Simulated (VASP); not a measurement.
Set up this calculation in VASP 6.6.1, as the native input.

| Item | Value |
| --- | --- |
| Task | single point |
| Functional | PBEsol |
| Potentials or basis | VASP PAW PBE potentials, release 64 (Sn_d, O) |
| Cutoff | 520 eV |
| k mesh | 6 × 6 × 8 |
| Occupations | gaussian, width 0.02 eV |
| Spin | no spin polarisation |
| Dipole correction | no |
| Further INCAR settings | ALGO = Normal; EDIFF = 1e-06; NBANDS = 35 |

The structure of SnO2 lies in POSCAR:

```
SnO2
1.0
    4.6971277916      0.0000000000      0.0000000000
    0.0000000000      4.6985148188      0.0000000000
    0.0000000000      0.0000000000      3.4046978965
Sn O
2 4
Direct
    0.5000000000      0.5000000000      0.5000000000
    0.0000000000      0.0000000000      0.0000000000
    0.3074731310      0.3074904391      0.0000000000
    0.8074731310      0.1925095609      0.5000000000
    0.1925268690      0.8074904391      0.5000000000
    0.6925268690      0.6925095609      0.0000000000
```

This cell differs from its parent crystal: uniaxial strain along c: +6.0 %.

These files were run (other wordings do the same):

INCAR

```
  PREC = Accurate
  ENCUT = 520
  EDIFF = 1E-6
  ISMEAR = 0
  SIGMA = 0.02
  LREAL = False
  LASPH = True
  NELM = 80
  ALGO = Normal
  ISIF = 2
  LWAVE = False
  LCHARG = True
  GGA = PS
  LELF = True
  LVHAR = True
  NBANDS = 35
```

KPOINTS

```
regular mesh
0
Gamma
  6 6 8
```

Potentials or basis: VASP PAW PBE potentials, release 64 (Sn_d, O).

Command:

```bash
$ cat potpaw_PBE.64/Sn_d/POTCAR potpaw_PBE.64/O/POTCAR > POTCAR
$ mpirun -np 1 vasp_std > vasp.out
```

Results of the run:

```yaml
Pressure: -6.5 GPa
Largest_force: 0.062 eV/Å
Band_gap_on_the_k_mesh: 0.40 eV, direct
```

Caveat: the cell differs from its parent crystal (uniaxial strain along c: +6.0 %); the PAW data sets were made with another functional, which shifts forces and pressure a little; spin-orbit coupling is left out, which moves the levels of the heavy elements.

Run time: 6.4 min on 1 thread of AMD EPYC 7R13 (shared host), peak memory 0.26 GiB.
